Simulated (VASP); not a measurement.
Wanted: the native input for a VASP 6.6.1 run.

```yaml
Task: single point
Functional: LDA
Potentials_or_basis: VASP PAW LDA potentials, release 64 (Be, Te)
Cutoff: 520 eV
k_mesh: 8 × 8 × 8
Occupations: gaussian, width 0.02 eV
Spin: no spin polarisation
Dipole_correction: no
Further_INCAR_settings: ALGO = Normal; EDIFF = 1e-07; NBANDS = 11
```

The structure of BeTe lies in POSCAR:

```
BeTe
1.0
    0.0000000000      2.7773063427      2.7773063427
    2.7773063427      0.0000000000      2.7773063427
    2.7773063427      2.7773063427      0.0000000000
Be Te
1 1
Direct
    0.0000000000      0.0000000000      0.0000000000
    0.7500000000      0.7500000000      0.7500000000
```

The input as run:

INCAR

```
  PREC = Accurate
  ENCUT = 520
  EDIFF = 1E-7
  ISMEAR = 0
  SIGMA = 0.02
  LREAL = F
  LASPH = T
  NELM = 80
  ALGO = Normal
  ISIF = 2
  LWAVE = F
  LCHARG = F
  GGA = CA
  NBANDS = 11
```

KPOINTS

```
regular mesh
0
Gamma
  8 8 8
```

Potentials or basis: VASP PAW LDA potentials, release 64 (Be, Te).

Launch:

```console
$ cat potpaw_LDA.64/Be/POTCAR potpaw_LDA.64/Te/POTCAR > POTCAR
$ mpirun -np 1 vasp_std > vasp.out
```

It gave:

The pressure is 0.3 GPa and the band gap on the k mesh is 1.77 eV, indirect (least direct gap 3.55 eV).

Caveat: spin-orbit coupling is left out, which moves the levels of the heavy elements.

It took 12 s on 1 thread of AMD EPYC 9R45 (Zen 5) (shared host), peak memory 0.12 GiB.
